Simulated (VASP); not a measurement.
# CsCl (Pm-3m) in VASP: a series of runs

The runs below take CsCl through single point, with PBE.

All numbers are computed with VASP 6.6.1; they aren't measurements. Logs are shortened: lines on timing, memory, paths and dates and some standing lists are left out, and cuts for length are marked.

## (1) The cell of the first run

It takes space group Pm-3m (No. 221, cubic). The conventional cell has a = 3.894 Å, b = 3.894 Å, c = 3.894 Å, α = 90.00°, β = 90.00°, γ = 90.00°. Cs (site symmetry m-3m) has 8 Cl at 3.37 Å and 6 Cs at 3.89 Å within 4.4 Å. Within 4.4 Å of Cl (site symmetry m-3m) lie 8 Cs at 3.37 Å and 6 Cl at 3.89 Å.

## (2) Single point, PBE (strain -5.9%)

Input file INCAR:

```
PREC = Accurate
ENCUT = 500
EDIFF = 1E-6
ISMEAR = -1
SIGMA = 0.02
LREAL = False
LASPH = True
NELM = 120
ALGO = Normal
ISIF = 2
LWAVE = False
LCHARG = False
GGA = PE
NBANDS = 15
GGA_COMPAT = False
```

Input file KPOINTS:

```
Automatic mesh
0
Gamma
  6 6 6
```

Input file POSCAR:

```
CsCl
1.0
    3.8940003918      0.0000000000      0.0000000000
    0.0000000000      3.8940003918      0.0000000000
    0.0000000000      0.0000000000      3.8940003918
Cs Cl
1 1
Direct
    0.0000000000      0.0000000000      0.0000000000
    0.5000000000      0.5000000000      0.5000000000
```

Potentials or basis: VASP PAW PBE potentials, release 64 (Cs_sv, Cl).

Run with:

```console
$ cat potpaw_PBE.64/Cs_sv/POTCAR potpaw_PBE.64/Cl/POTCAR > POTCAR
$ mpirun -np 1 vasp_std > vasp.out
```

OUTCAR:

```text
PREC = Accurate
   ENCUT = 500
   EDIFF = 1E-6
   ISMEAR = -1
   LREAL = False
   LASPH = True
   NELM = 120
   ISIF = 2
   GGA = PE

 ion  position               nearest neighbor table
   1  0.000  0.000  0.000-
   2  0.500  0.500  0.500-

  LATTYP: Found a simple cubic cell.
 ALAT       =     3.8940003918

  Lattice vectors:

 A1 = (   3.8940003918,   0.0000000000,   0.0000000000)
 A2 = (   0.0000000000,   3.8940003918,   0.0000000000)
 A3 = (   0.0000000000,   0.0000000000,   3.8940003918)

Analysis of symmetry for initial positions (statically):
=====================================================================
 Subroutine PRICEL returns:
 Original cell was already a primitive cell.

 Routine SETGRP: Setting up the symmetry group for a
 simple cubic supercell.

 Subroutine GETGRP returns: Found 48 space group operations
 (whereof 48 operations were pure point group operations)
 out of a pool of 48 trial point group operations.

The static configuration has the point symmetry O_h .

Analysis of symmetry for dynamics (positions and initial velocities):
=====================================================================
 Subroutine PRICEL returns:
 Original cell was already a primitive cell.

 Routine SETGRP: Setting up the symmetry group for a
 simple cubic supercell.

 Subroutine GETGRP returns: Found 48 space group operations
 (whereof 48 operations were pure point group operations)
 out of a pool of 48 trial point group operations.

The dynamic configuration has the point symmetry O_h .

 Subroutine INISYM returns: Found 48 space group operations
 (whereof 48 operations are pure point group operations),
 and found     1 'primitive' translations

----------------------------------------------------------------------------------------

                                     Primitive cell

  volume of cell :      59.0457

  direct lattice vectors                    reciprocal lattice vectors
     3.894000392  0.000000000  0.000000000     0.256805316  0.000000000  0.000000000
     0.000000000  3.894000392  0.000000000     0.000000000  0.256805316  0.000000000
     0.000000000  0.000000000  3.894000392     0.000000000  0.000000000  0.256805316

  length of vectors
     3.894000392  3.894000392  3.894000392     0.256805316  0.256805316  0.256805316

  position of ions in fractional coordinates (direct lattice)
     0.000000000  0.000000000  0.000000000
     0.500000000  0.500000000  0.500000000

  ion indices of the primitive-cell ions
   primitive index   ion index
                 1           1
                 2           2

----------------------------------------------------------------------------------------

 KPOINTS: Automatic mesh

Automatic generation of k-mesh.
 Grid dimensions read from file:
 generate k-points for:    6    6    6

 Generating k-lattice:

  Cartesian coordinates                     Fractional coordinates (reciprocal lattice)
     0.042800886  0.000000000  0.000000000     0.166666667  0.000000000  0.000000000
     0.000000000  0.042800886  0.000000000     0.000000000  0.166666667  0.000000000
     0.000000000  0.000000000  0.042800886     0.000000000  0.000000000  0.166666667

  Length of vectors
     0.042800886  0.042800886  0.042800886

  Shift w.r.t. Gamma in fractional coordinates (k-lattice)
     0.000000000  0.000000000  0.000000000

 Subroutine IBZKPT returns following result:
 ===========================================

 Found     20 irreducible k-points:

 Following reciprocal coordinates:
            Coordinates               Weight
  0.000000  0.000000  0.000000      1.000000
  0.166667  0.000000  0.000000      6.000000
  0.333333  0.000000  0.000000      6.000000
  0.500000  0.000000  0.000000      3.000000
  0.166667  0.166667  0.000000     12.000000
  0.333333  0.166667  0.000000     24.000000
[... 12 lines left out ...]
  0.500000  0.500000  0.333333      6.000000
  0.500000  0.500000  0.500000      1.000000
   k-points           NKPTS =     20   k-points in BZ     NKDIM =     20   number of bands    NBANDS=     15
   number of dos      NEDOS =    301   number of ions     NIONS =      2
   total plane-waves  NPLWV =  21952
   dimension x,y,z NGX =    28 NGY =   28 NGZ =   28
   dimension x,y,z NGXF=    56 NGYF=   56 NGZF=   56
   ions per type =               1   1
   NGX,Y,Z   is equivalent  to a cutoff of  11.95, 11.95, 11.95 a.u.
   NGXF,Y,Z  is equivalent  to a cutoff of  23.91, 23.91, 23.91 a.u.
 SYSTEM =  unknown system
   PREC   = accura    normal or accurate (medium, high low for compatibility)
   ISTART =      0    job   : 0-new  1-cont  2-samecut
   ICHARG =      2    charge: 1-file 2-atom 10-const
   ISPIN  =      1    spin polarized calculation?
   LNONCOLLINEAR =      F non collinear calculations
   LSORBIT =      F    spin-orbit coupling
   LASPH  =      T    aspherical Exc in radial PAW
   ENCUT  =  500.0 eV  36.75 Ry    6.06 a.u.   7.10  7.10  7.10*2*pi/ulx,y,z
   NELM   =    120;   NELMIN=  2; NELMDL= -5     # of ELM steps
   EDIFF  = 0.1E-05   stopping-criterion for ELM
   LREAL  =      F    real-space projection
   EDIFFG = 0.1E-04   stopping-criterion for IOM
   NSW    =      0    number of steps for IOM
   IBRION =     -1    ionic relax: 0-MD 1-quasi-New 2-CG
   NFREE  =      0    steps in history (QN), initial steepest desc. (CG)
   ISIF   =      2    stress and relaxation
   ISYM   =      2    0-nonsym 1-usesym 2-fastsym
   POTIM  = 0.5000    time-step for ionic-motion
   TEBEG  =    0.0;   TEEND  =   0.0 temperature during run
   PSTRESS=    0.0 pullay stress
   NELECT =      16.0000    total number of electrons
   NUPDOWN=      -1.0000    fix difference up-down
   EMIN   =  10.00;   EMAX   =-10.00  energy-range for DOS
   EFERMI =   0.00;   METHOD = LEGACY
   ISMEAR =    -1;   SIGMA  =   0.02  broadening in eV -4-tet -1-fermi 0-gaus
   EFERMI_NEDOS =   21; number of points for ismear=-14 and -15
   IALGO  =     38    algorithm
   IMIX   =      4    mixing-type and parameters
     AMIX     =   0.40;   BMIX     =  1.00
     AMIX_MAG =   1.60;   BMIX_MAG =  1.00
  volume/ion in A,a.u.               =      29.52       199.23
  Fermi-wavevector in a.u.,A,eV,Ry     =   1.059381  2.001940 15.269656  1.122288
  Thomas-Fermi vector in A             =   2.194724
   LORBIT       =      0    0 simple, 1 ext, 2 COOP (PROOUT), +10 PAW based schemes
   GGA     = PE    functional components
   LHFCALC =     F    Hartree Fock is set to
   AEXX    =    0.0000 exact exchange contribution
   IVDW    =     0    specifies the selected vdW correction
   LEPSILON=     F    determine dielectric tensor
   LRPA    =     F    only Hartree local field effects (RPA)
 non-spin polarized calculation
  energy-cutoff  :      500.00
  volume of cell :       59.05
 maximum number of plane-waves:      1518
   NGX = 15   NGY = 15   NGZ = 15

 number of electron      15.9999994 magnetization

 Free energy of the ion-electron system (eV)
  ---------------------------------------------------
  ext. energy  EPLUGINS =         0.00000000
  ---------------------------------------------------
  free energy    TOTEN  =        -6.30496429 eV

  energy without entropy =       -6.30496429  energy(sigma->0) =       -6.30496429

 E-fermi :   1.1579     XC(G=0):  -9.0697

 val. band max:        0.7312220168   @ k =   0.0000   0.0000   0.0000
 cond. band min:       5.8627806076   @ k =   0.0000   0.0000   0.0000
 fundamental gap:      5.1315585908
 Fermi energy:         1.1578946186

 k-point     1 :       0.0000    0.0000    0.0000
  band No.  band energies     occupation
      1     -18.5372      2.00000
      2     -11.7327      2.00000
      3      -4.8764      2.00000
      4      -4.8764      2.00000
      5      -4.8764      2.00000
      6       0.7312      2.00000
      7       0.7312      2.00000
      8       0.7312      2.00000
      9       5.8628      0.00000
     10       5.8628      0.00000
     11       6.8745      0.00000
     12      11.3221      0.00000
     13      11.3221      0.00000
     14      11.3221      0.00000
     15      14.5384      0.00000

 k-point     2 :       0.1667    0.0000    0.0000
  band No.  band energies     occupation
      1     -18.4961      2.00000
      2     -11.7677      2.00000
      3      -5.0773      2.00000
      4      -4.8128      2.00000
      5      -4.8128      2.00000
      6       0.2611      2.00000
      7       0.6231      2.00000
      8       0.6231      2.00000
      9       6.0836      0.00000
     10       6.6816      0.00000
     11       7.6493      0.00000
     12      11.1070      0.00000
     13      11.1070      0.00000
     14      11.5248      0.00000
     15      12.8453      0.00000

 k-point     3 :       0.3333    0.0000    0.0000
  band No.  band energies     occupation
      1     -18.4113      2.00000
      2     -11.8478      2.00000
      3      -5.4075      2.00000
      4      -4.6775      2.00000
      5      -4.6775      2.00000
      6      -0.5126      2.00000
      7       0.3946      2.00000
      8       0.3946      2.00000
      9       6.6740      0.00000
     10       8.3596      0.00000
     11       9.4468      0.00000
     12      10.8466      0.00000
     13      10.9293      0.00000
     14      10.9293      0.00000
     15      12.0576      0.00000
[... 271 lines left out ...]
 k-point    19 :       0.5000    0.5000    0.3333
  band No.  band energies     occupation
      1     -18.1423      2.00000
      2     -11.5488      2.00000
      3      -5.7674      2.00000
      4      -5.7674      2.00000
      5      -5.3776      2.00000
      6      -0.6024      2.00000
      7      -0.6024      2.00000
      8      -0.5976      2.00000
      9       9.1798      0.00000
     10       9.6124      0.00000
     11       9.6124      0.00000
     12      10.2208      0.00000
     13      12.8900      0.00000
     14      12.8900      0.00000
     15      14.4212      0.00000

 k-point    20 :       0.5000    0.5000    0.5000
  band No.  band energies     occupation
      1     -18.1108      2.00000
      2     -11.5133      2.00000
      3      -5.6426      2.00000
      4      -5.6426      2.00000
      5      -5.6426      2.00000
      6      -0.8960      2.00000
      7      -0.8960      2.00000
      8      -0.8960      2.00000
      9      10.0084      0.00000
     10      10.0084      0.00000
     11      10.0084      0.00000
     12      12.2912      0.00000
     13      12.2912      0.00000
     14      12.2912      0.00000
     15      14.4995      0.00000

------------------------ aborting loop because EDIFF is reached ----------------------------------------

  FORCE on cell =-STRESS in cart. coord.  units (eV):
  Direction    XX          YY          ZZ          XY          YZ          ZX
  --------------------------------------------------------------------------------------
  -------------------------------------------------------------------------------------
  Total        2.2451062      2.2451062      2.2451062      0.0000000     -0.0000000      0.0000000
  in kB       60.9199450     60.9199450     60.9199450      0.0000000     -0.0000000      0.0000000
  external PRESSURE =      60.9199450 kB  Pullay stress =       0.0000000 kB

 VOLUME and BASIS-vectors are now :
 -----------------------------------------------------------------------------
  energy-cutoff  :      500.00
  volume of cell :       59.05
      direct lattice vectors                 reciprocal lattice vectors
     3.894000392  0.000000000  0.000000000     0.256805316  0.000000000  0.000000000
     0.000000000  3.894000392  0.000000000     0.000000000  0.256805316  0.000000000
     0.000000000  0.000000000  3.894000392     0.000000000  0.000000000  0.256805316

 POSITION                                       TOTAL-FORCE (eV/Angst)
 -----------------------------------------------------------------------------------
      0.00000      0.00000      0.00000         0.000000      0.000000      0.000000
      1.94700      1.94700      1.94700         0.000000      0.000000      0.000000
 -----------------------------------------------------------------------------------
    total drift:                                0.000000      0.000000      0.000000

  FREE ENERGIE OF THE ION-ELECTRON SYSTEM (eV)
  ---------------------------------------------------
  free  energy   TOTEN  =        -6.3049642867 eV

  energy  without entropy=       -6.3049642867  energy(sigma->0) =       -6.30496429
```

It took 15 s on 1 thread of AMD EPYC 7R43 (Zen 3), shared host; peak memory 0.12 GiB.

Results:

```
Free energy            : -6.3050 eV
Pressure               : 6.1 GPa
Band gap on the k mesh : 5.13 eV, direct
```

Caveat: the cell differs from its parent crystal (strain -5.9%); spin-orbit coupling is left out, which moves the levels of the heavy elements.

## (3) Single point, PBE

This run uses another cell than the first one, of 35.40 Å³/atom, 1.199 times its volume.

Input file INCAR:

```
PREC     = Accurate       # precision mode
ENCUT    = 500            # plane-wave cutoff, eV
EDIFF    = 1E-6           # SCF threshold, eV
ISMEAR   = -1             # smearing method
SIGMA    = 0.02           # smearing width, eV
LREAL    = F              # projectors in reciprocal space
LASPH    = T              # aspherical terms in the spheres
NELM     = 120            # most SCF steps
ALGO     = Normal         # electronic algorithm
ISIF     = 2              # what is computed and relaxed
LWAVE    = F              # write WAVECAR
LCHARG   = F              # write CHGCAR
GGA      = PE             # functional
NBANDS   = 15             # bands
GGA_COMPAT= F
```

Input file KPOINTS:

```
regular mesh
0
Gamma
  6 6 6
```

Input file POSCAR:

```
CsCl
1.0
    4.1368324570      0.0000000000      0.0000000000
    0.0000000000      4.1368324570      0.0000000000
    0.0000000000      0.0000000000      4.1368324570
Cs Cl
1 1
Direct
    0.0000000000      0.0000000000      0.0000000000
    0.5000000000      0.5000000000      0.5000000000
```

Potentials or basis: VASP PAW PBE potentials, release 64 (Cs_sv, Cl).

Run with:

```console
$ cat potpaw_PBE.64/Cs_sv/POTCAR potpaw_PBE.64/Cl/POTCAR > POTCAR
$ mpirun -np 1 vasp_std > vasp.out
```

Run time: 15 s. Hardware: 1 thread of AMD EPYC 7R43 (Zen 3), shared host; peak memory 0.14 GiB.

It converged, with:

| Item | Value |
| --- | --- |
| Free energy | -6.5312 eV |
| Pressure | 0.8 GPa |
| Band gap on the k mesh | 5.21 eV, direct |

Levels at points of the mesh, in eV from the valence-band top:
| k point | band 4 | band 5 | band 6 | band 7 | band 8 | band 9 | band 10 | band 11 | band 12 | band 13 |
| --- | --- | --- | --- | --- | --- | --- | --- | --- | --- | --- |
| (0.00, 0.00, 0.00) | -5.89 | -5.89 | 0.00 | 0.00 | 0.00 | 5.21 | 5.40 | 5.40 | 9.99 | 9.99 |
| (0.50, 0.00, 0.00) | -5.75 | -5.75 | -1.15 | -0.23 | -0.23 | 6.41 | 7.56 | 8.82 | 9.27 | 9.46 |
| (0.50, 0.50, 0.00) | -6.64 | -5.67 | -0.42 | -0.42 | -0.05 | 5.94 | 6.02 | 7.97 | 7.97 | 11.86 |
| (0.50, 0.50, 0.50) | -6.41 | -6.41 | -1.07 | -1.07 | -1.07 | 8.45 | 8.45 | 8.45 | 10.47 | 10.47 |

Caveat: spin-orbit coupling is left out, which moves the levels of the heavy elements.
